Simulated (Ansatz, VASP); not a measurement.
AlAu2 in VASP and in Ansatz

```
CELL_PARAMETERS angstrom
-1.65232 1.65232 4.32873
1.65232 -1.65232 4.32873
1.65232 1.65232 -4.32873
ATOMIC_POSITIONS crystal
Al 0.00000 0.00000 0.00000
Au 0.64549 0.64549 0.00000
Au 0.35451 0.35451 0.00000
```

Alike in both runs: task single point; functional LDA; k mesh 16 × 16 × 16; occupations gaussian, width 0.15 eV; no spin polarisation.

|  | VASP | Ansatz |
| --- | --- | --- |
| version | VASP 6.6.1 | Ansatz 0.2.0 |
| potentials or method | VASP PAW LDA potentials, release 64 (Al, Au), cutoff 520 eV | scalar-relativistic, plane waves, PAW |
| valence electrons in the cell | 25 | 41 |

```csv
,VASP,Ansatz,Ansatz less VASP
gap on the k mesh at the Fermi level (eV),none,none,-
pressure (GPa),4.3,3.9,-0.39
"traceless stress, the component that is largest in VASP (GPa)",9.20,9.09,-0.115
rms of the force components (eV/Å),1.191,1.176,-0.0146
```

LDA's correlation is that of Perdew and Zunger in VASP and of Perdew and Wang (1992) in Ansatz. Atom by atom the forces differ by 0.015 eV/Å (rms over components). A gap of «none» marks a metal or a gap that the smearing closes. VASP's potentials hold 25 valence electrons a cell and Ansatz's 41, so a difference there can come from the potentials and not from the codes.

Spin-orbit coupling is off throughout.
